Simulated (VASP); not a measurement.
# Cu (I4/mmm) in VASP: single point with r2SCAN

Aim: the single point of Cu with r2SCAN.

Program: VASP 6.6.1. These are calculated values, not measurements. Logs are shortened: lines on timing, memory, paths and dates and some standing lists are left out, and cuts for length are marked.

### 1 The cell of the first run

Symmetry: I4/mmm, No. 139, tetragonal system. Conventional cell: a = 2.958 Å, b = 2.958 Å, c = 2.890 Å, α = 90.00°, β = 90.00°, γ = 90.00°. Within 3.4 Å of Cu (site symmetry 4/mmm) lie 14 Cu at 2.54 to 2.96 Å.

### 2 Single point, r2SCAN (strain +0.025 along x and y, +0.050 along z)

POSCAR reads:

```
Cu
1.0
   -1.4788631530      1.4788631530      1.4448855225
    1.4788631530     -1.4788631530      1.4448855225
    1.4788631530      1.4788631530     -1.4448855225
Cu
1
Direct
    0.0000000000      0.0000000000      0.0000000000
```

INCAR.step1 reads:

```
SYSTEM = Cu
PREC = Accurate
ENCUT = 520
ISMEAR = 0
SIGMA = 0.15
LREAL = .False.
LASPH = .True.
NELM = 60
NBANDS = 12
GGA = PE
ALGO = Normal
EDIFF = 1E-4
LWAVE = .True.
LCHARG = .False.
```

INCAR.step2 reads:

```
SYSTEM = Cu
PREC = Accurate
ENCUT = 520
EDIFF = 1E-6
ISMEAR = 0
SIGMA = 0.15
LREAL = .False.
LASPH = .True.
NELM = 60
ALGO = Normal
ISIF = 2
LWAVE = .False.
LCHARG = .True.
METAGGA = R2SCAN
LMIXTAU = .True.
LELF = .True.
LVHAR = .True.
NBANDS = 12
ISTART = 1
```

KPOINTS reads:

```
regular mesh
0
Gamma
  24 24 24
  0 0 0
```

Potentials or basis: VASP PAW PBE potentials, release 64 (Cu).

Launch:

```console
$ cat potpaw_PBE.64/Cu/POTCAR > POTCAR
$ cp INCAR.step1 INCAR
$ mpirun -np 1 vasp_std > vasp.out
$ cp INCAR.step2 INCAR
$ mpirun -np 1 vasp_std > vasp.out
```

OUTCAR:

```text
SYSTEM = Cu
   PREC = Accurate
   ENCUT = 520
   EDIFF = 1E-6
   ISMEAR = 0
   LREAL = .False.
   LASPH = .True.
   NELM = 60
   ISIF = 2
   METAGGA = R2SCAN
   ISTART = 1

 ion  position               nearest neighbor table
   1  0.000  0.000  0.000-

  LATTYP: Found a body centered tetragonal cell.
 ALAT       =     2.9577263060
 C/A-ratio  =     0.9770244932

  Lattice vectors:

 A1 = (  -1.4788631530,   1.4788631530,   1.4448855225)
 A2 = (   1.4788631530,  -1.4788631530,   1.4448855225)
 A3 = (   1.4788631530,   1.4788631530,  -1.4448855225)

Analysis of symmetry for initial positions (statically):
=====================================================================
 Subroutine PRICEL returns:
 Original cell was already a primitive cell.

 Routine SETGRP: Setting up the symmetry group for a
 body centered tetragonal supercell.

 Subroutine GETGRP returns: Found 16 space group operations
 (whereof 16 operations were pure point group operations)
 out of a pool of 16 trial point group operations.

The static configuration has the point symmetry D_4h.

Analysis of symmetry for dynamics (positions and initial velocities):
=====================================================================
 Subroutine PRICEL returns:
 Original cell was already a primitive cell.

 Routine SETGRP: Setting up the symmetry group for a
 body centered tetragonal supercell.

 Subroutine GETGRP returns: Found 16 space group operations
 (whereof 16 operations were pure point group operations)
 out of a pool of 16 trial point group operations.

The dynamic configuration has the point symmetry D_4h.

 Subroutine INISYM returns: Found 16 space group operations
 (whereof 16 operations are pure point group operations),
 and found     1 'primitive' translations

----------------------------------------------------------------------------------------

                                     Primitive cell

  volume of cell :      12.6401

  direct lattice vectors                    reciprocal lattice vectors
    -1.478863153  1.478863153  1.444885522     0.000000000  0.338097544  0.346048176
     1.478863153 -1.478863153  1.444885522     0.338097544  0.000000000  0.346048176
     1.478863153  1.478863153 -1.444885522     0.338097544  0.338097544  0.000000000

  length of vectors
     2.542000516  2.542000516  2.542000516     0.483796744  0.483796744  0.478142132

  position of ions in fractional coordinates (direct lattice)
     0.000000000  0.000000000  0.000000000

  ion indices of the primitive-cell ions
   primitive index   ion index
                 1           1

----------------------------------------------------------------------------------------

 KPOINTS: regular mesh

Automatic generation of k-mesh.
 Grid dimensions read from file:
 generate k-points for:   24   24   24

 Generating k-lattice:

  Cartesian coordinates                     Fractional coordinates (reciprocal lattice)
     0.000000000  0.014087398  0.014418674     0.041666667 -0.000000000  0.000000000
     0.014087398  0.000000000  0.014418674    -0.000000000  0.041666667  0.000000000
     0.014087398  0.014087398  0.000000000     0.000000000  0.000000000  0.041666667

  Length of vectors
     0.020158198  0.020158198  0.019922589

  Shift w.r.t. Gamma in fractional coordinates (k-lattice)
     0.000000000  0.000000000  0.000000000

 Subroutine IBZKPT returns following result:
 ===========================================

 Found   1063 irreducible k-points:

 Following reciprocal coordinates:
            Coordinates               Weight
  0.000000  0.000000  0.000000      1.000000
  0.041667  0.000000 -0.000000      8.000000
  0.083333  0.000000  0.000000      8.000000
  0.125000  0.000000  0.000000      8.000000
  0.166667  0.000000  0.000000      8.000000
  0.208333  0.000000 -0.000000      8.000000
[... 16 lines left out ...]
  0.416667  0.041667 -0.000000     16.000000
  0.458333  0.041667  0.000000     16.000000
 [... further k-points ...]
   k-points           NKPTS =   1063   k-points in BZ     NKDIM =   1063   number of bands    NBANDS=     12
   number of dos      NEDOS =    301   number of ions     NIONS =      1
   total plane-waves  NPLWV =   8000
   dimension x,y,z NGX =    20 NGY =   20 NGZ =   20
   dimension x,y,z NGXF=    40 NGYF=   40 NGZF=   40
   ions per type =               1
   NGX,Y,Z   is equivalent  to a cutoff of  13.08, 13.08, 13.08 a.u.
   NGXF,Y,Z  is equivalent  to a cutoff of  26.16, 26.16, 26.16 a.u.
 SYSTEM =  Cu
   PREC   = accura    normal or accurate (medium, high low for compatibility)
   ISTART =      1    job   : 0-new  1-cont  2-samecut
   ICHARG =      0    charge: 1-file 2-atom 10-const
   ISPIN  =      1    spin polarized calculation?
   LNONCOLLINEAR =      F non collinear calculations
   LSORBIT =      F    spin-orbit coupling
   LASPH  =      T    aspherical Exc in radial PAW
   ENCUT  =  520.0 eV  38.22 Ry    6.18 a.u.   4.73  4.73  4.73*2*pi/ulx,y,z
   NELM   =     60;   NELMIN=  2; NELMDL=  0     # of ELM steps
   EDIFF  = 0.1E-05   stopping-criterion for ELM
   LREAL  =      F    real-space projection
   EDIFFG = 0.1E-04   stopping-criterion for IOM
   NSW    =      0    number of steps for IOM
   IBRION =     -1    ionic relax: 0-MD 1-quasi-New 2-CG
   NFREE  =      0    steps in history (QN), initial steepest desc. (CG)
   ISIF   =      2    stress and relaxation
   ISYM   =      2    0-nonsym 1-usesym 2-fastsym
   POTIM  = 0.5000    time-step for ionic-motion
   TEBEG  =    0.0;   TEEND  =   0.0 temperature during run
   PSTRESS=    0.0 pullay stress
   NELECT =      11.0000    total number of electrons
   NUPDOWN=      -1.0000    fix difference up-down
   EMIN   =  10.00;   EMAX   =-10.00  energy-range for DOS
   EFERMI =   0.00;   METHOD = LEGACY
   ISMEAR =     0;   SIGMA  =   0.15  broadening in eV -4-tet -1-fermi 0-gaus
   EFERMI_NEDOS =   21; number of points for ismear=-14 and -15
   IALGO  =     38    algorithm
   IMIX   =      4    mixing-type and parameters
     AMIX     =   0.40;   BMIX     =  1.00
     AMIX_MAG =   1.60;   BMIX_MAG =  1.00
  volume/ion in A,a.u.               =      12.64        85.30
  Fermi-wavevector in a.u.,A,eV,Ry     =   1.562989  2.953621 33.238144  2.442935
  Thomas-Fermi vector in A             =   2.665826
   LORBIT       =      0    0 simple, 1 ext, 2 COOP (PROOUT), +10 PAW based schemes
   METAGGA = R2SCAN    functional components
   LHFCALC =     F    Hartree Fock is set to
   AEXX    =    0.0000 exact exchange contribution
   IVDW    =     0    specifies the selected vdW correction
   LEPSILON=     F    determine dielectric tensor
   LRPA    =     F    only Hartree local field effects (RPA)
 non-spin polarized calculation
 Gauss-broadening in eV      SIGMA  =   0.15
  energy-cutoff  :      520.00
  volume of cell :       12.64
 maximum number of plane-waves:       370
   NGX =  9   NGY =  9   NGZ =  9

 number of electron      11.0000014 magnetization

 Free energy of the ion-electron system (eV)
  ---------------------------------------------------
  ext. energy  EPLUGINS =         0.00000000
  ---------------------------------------------------
  free energy    TOTEN  =       -10.74884937 eV

  energy without entropy =      -10.74402974  energy(sigma->0) =      -10.74643955

 E-fermi :   6.5868     XC(G=0): -13.2975

 val. band max:        6.5824802916   @ k =   0.5000   0.1250   0.0417
 cond. band min:       6.5876007554   @ k =  -0.1250  -0.4167   0.0833
 fundamental gap:      0.0051204638
 Fermi energy:         6.5868328861

 k-point     1 :       0.0000    0.0000    0.0000
  band No.  band energies     occupation
      1      -2.5451      2.00000
      2       3.5398      2.00000
      3       3.6199      2.00000
      4       3.6200      2.00000
      5       4.4596      2.00000
      6       4.5424      2.00000
      7      31.7372      0.00000
      8      31.7373      0.00000
      9      32.3179      0.00000
     10      34.6755      0.00000
     11      34.6755      0.00000
     12      35.1767      0.00000

 k-point     2 :       0.0417    0.0000   -0.0000
  band No.  band energies     occupation
      1      -2.4782      2.00000
      2       3.5427      2.00000
      3       3.6192      2.00000
      4       3.6290      2.00000
      5       4.4582      2.00000
      6       4.5340      2.00000
      7      31.1395      0.00000
      8      31.5142      0.00000
      9      31.8362      0.00000
     10      33.7240      0.00000
     11      33.8622      0.00000
     12      34.2836      0.00000

 k-point     3 :       0.0833    0.0000    0.0000
  band No.  band energies     occupation
      1      -2.2785      2.00000
      2       3.5240      2.00000
      3       3.6154      2.00000
      4       3.6832      2.00000
      5       4.4504      2.00000
      6       4.5156      2.00000
      7      29.2882      0.00000
      8      30.9517      0.00000
      9      30.9862      0.00000
     10      32.3623      0.00000
     11      33.0978      0.00000
     12      33.9575      0.00000
[... 286 lines left out ...]
 k-point    23 :       0.4167    0.0417   -0.0000
  band No.  band energies     occupation
      1       1.7643      2.00000
      2       2.9325      2.00000
      3       4.4327      2.00000
      4       4.5851      2.00000
      5       4.9501      2.00000
      6       5.7601      2.00000
      7      12.0173      0.00000
      8      23.4684      0.00000
      9      24.1788      0.00000
     10      28.2800      0.00000
     11      30.9367      0.00000
     12      39.5003      0.00000

 k-point    24 :       0.4583    0.0417    0.0000
  band No.  band energies     occupation
      1       1.8187      2.00000
      2       2.9110      2.00000
      3       4.4676      2.00000
      4       4.5882      2.00000
      5       5.0625      2.00000
      6       6.3340      1.98285
      7      11.0543      0.00000
      8      23.2789      0.00000
      9      24.0151      0.00000
     10      28.2115      0.00000
     11      30.9140      0.00000
     12      40.1186      0.00000

 [... further k-points ...]

------------------------ aborting loop because EDIFF is reached ----------------------------------------

  FORCE on cell =-STRESS in cart. coord.  units (eV):
  Direction    XX          YY          ZZ          XY          YZ          ZX
  --------------------------------------------------------------------------------------
  -------------------------------------------------------------------------------------
  Total       -0.9093791     -0.9093791     -0.9292046      0.0000000     -0.0000000      0.0000000
  in kB     -115.2673005   -115.2673005   -117.7802676      0.0000000     -0.0000000      0.0000000
  external PRESSURE =    -116.1049562 kB  Pullay stress =       0.0000000 kB

 VOLUME and BASIS-vectors are now :
 -----------------------------------------------------------------------------
  energy-cutoff  :      520.00
  volume of cell :       12.64
      direct lattice vectors                 reciprocal lattice vectors
    -1.478863153  1.478863153  1.444885522     0.000000000  0.338097544  0.346048176
     1.478863153 -1.478863153  1.444885522     0.338097544  0.000000000  0.346048176
     1.478863153  1.478863153 -1.444885522     0.338097544  0.338097544  0.000000000

 POSITION                                       TOTAL-FORCE (eV/Angst)
 -----------------------------------------------------------------------------------
      0.00000      0.00000      0.00000         0.000000      0.000000      0.000000
 -----------------------------------------------------------------------------------
    total drift:                                0.000000     -0.000000      0.000000

  FREE ENERGIE OF THE ION-ELECTRON SYSTEM (eV)
  ---------------------------------------------------
  free  energy   TOTEN  =       -10.7488493695 eV

  energy  without entropy=      -10.7440297400  energy(sigma->0) =      -10.74643955
```

It took 5.3 min on 1 thread of Intel Xeon Platinum 8488C (Sapphire Rapids), shared host; peak memory 0.27 GiB.

Results:

* Free energy: -10.7488 eV
* Pressure: -11.6 GPa
* Band gap on the k mesh: zero (an odd number of electrons rules out a gap without spin polarisation)

Levels at points of the mesh, in eV from the Fermi level:
| k point | band 4 | band 5 | band 6 | band 7 | band 8 | band 9 |
| --- | --- | --- | --- | --- | --- | --- |
| (0.00, 0.00, 0.00) | -2.97 | -2.13 | -2.04 | 25.15 | 25.15 | 25.73 |
| (0.50, 0.00, 0.00) | -1.96 | -1.40 | -0.37 | 4.31 | 17.39 | 17.49 |
| (0.50, 0.50, 0.00) | -2.01 | -1.41 | -0.54 | 4.07 | 18.06 | 18.10 |
| (0.50, 0.50, 0.50) | -1.57 | -1.54 | 8.06 | 8.06 | 8.94 | 13.24 |

Caveat: the cell differs from its parent crystal (strain +0.025 along x and y, +0.050 along z); the cell stands under tension; the PAW data sets were made with another functional, which shifts forces and pressure a little.
